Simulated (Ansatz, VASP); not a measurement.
**One calculation of AlNi, two programs**

Contents of INCAR:

```
SYSTEM = AlNi
PREC     = Accurate       ! precision mode
ENCUT    = 520            ! plane-wave cutoff, eV
EDIFF    = 1E-7           ! SCF threshold, eV
ISMEAR   = -1             ! smearing method
SIGMA    = 0.05           ! smearing width, eV
LREAL    = .FALSE.        ! projectors in reciprocal space
LASPH    = .TRUE.         ! aspherical terms in the spheres
NELM     = 150            ! most SCF steps
ALGO     = Normal         ! electronic algorithm
ISIF     = 2              ! what is computed and relaxed
LWAVE    = .FALSE.        ! write WAVECAR
LCHARG   = .FALSE.        ! write CHGCAR
ISPIN    = 2              ! spin polarisation
MAGMOM   = 0 0 0 0        ! initial moments
LORBIT   = 11             ! projections on sites
LMAXMIX  = 4              ! l up to which the mixer works
LDAU     = .TRUE.         ! DFT+U
LDAUTYPE = 2            
LDAUL    = -1 2           ! shell
LDAUU    = 0 6.2          ! U, eV
LDAUJ    = 0 0          
LDAUPRINT= 1            
GGA      = PE             ! functional
NBANDS   = 25             ! bands
```

Contents of KPOINTS:

```
regular mesh
0
G
  8 6 6
  0 0 0
```

Contents of POSCAR:

```
AlNi
1.0
   -2.8810000000      0.0000000000      0.0000000000
    0.0000000000     -2.8810000000     -2.8810000000
    0.0000000000     -2.8810000000      2.8810000000
Al Ni
2 2
Direct
    0.0000000000      0.0000000000      0.0000000000
    0.0000000000      0.5000000000      0.5000000000
    0.5000000000      0.0000000000      0.5000000000
    0.5000000000      0.5000000000      0.0000000000
```

Input for Ansatz:

```yaml
crystal:
  lattice:
    - [-2.881, 0.0, 0.0]
    - [0.0, -2.881, -2.881]
    - [0.0, -2.881, 2.881]
  atoms:
    - { symbol: Al, position: [0.0, 0.0, 0.0] }
    - { symbol: Al, position: [0.0, 0.5, 0.5] }
    - { symbol: Ni, position: [0.5, 0.0, 0.5] }
    - { symbol: Ni, position: [0.5, 0.5, 0.0] }
hamiltonian:
  xc: pbe
  pseudopotentials: { kind: paw }
  hubbard: { sites: [{ species: Ni, l: d, u_eff: 6.2 }] }
basis:
  ecutwfc: 420
kpoints:
  mp_grid: { grid: [8, 6, 6] }
scf:
  occupations: { method: fermi_dirac, width: 0.05 }
  lower_state_search: "off"
output:
  forces: true
  stress: true
magnetization:
  spin_polarized: true
```

Alike in both runs: task single point; functional PBE; k mesh 8 × 6 × 6; occupations fermi-dirac, width 0.05 eV; collinear spin; Hubbard terms Ni d U = 6.2 eV.

|  | VASP | Ansatz |
| --- | --- | --- |
| version | VASP 6.6.1 | Ansatz 0.2.0 |
| potentials or method | VASP PAW PBE potentials, release 64 (Al, Ni), cutoff 520 eV | PAW, plane waves, scalar-relativistic |
| valence electrons in the cell | 26 | 42 |

Ansatz gave:

| Item | Value |
| --- | --- |
| pressure (GPa) | 0.9 |
| traceless stress, the component that is largest in VASP (GPa) | 1.84 |

Q: Which values does VASP return?

A: Pressure (GPa): -5.7; traceless stress, the component that is largest in VASP (GPa): 1.56.

The programs project onto different local orbitals, so the same U acts differently, and such runs can settle in different states. VASP's potentials hold 26 valence electrons a cell and Ansatz's 42, so a difference there can come from the potentials and not from the codes. Ansatz's warnings: filled band counts differ across k points, no starting moments.
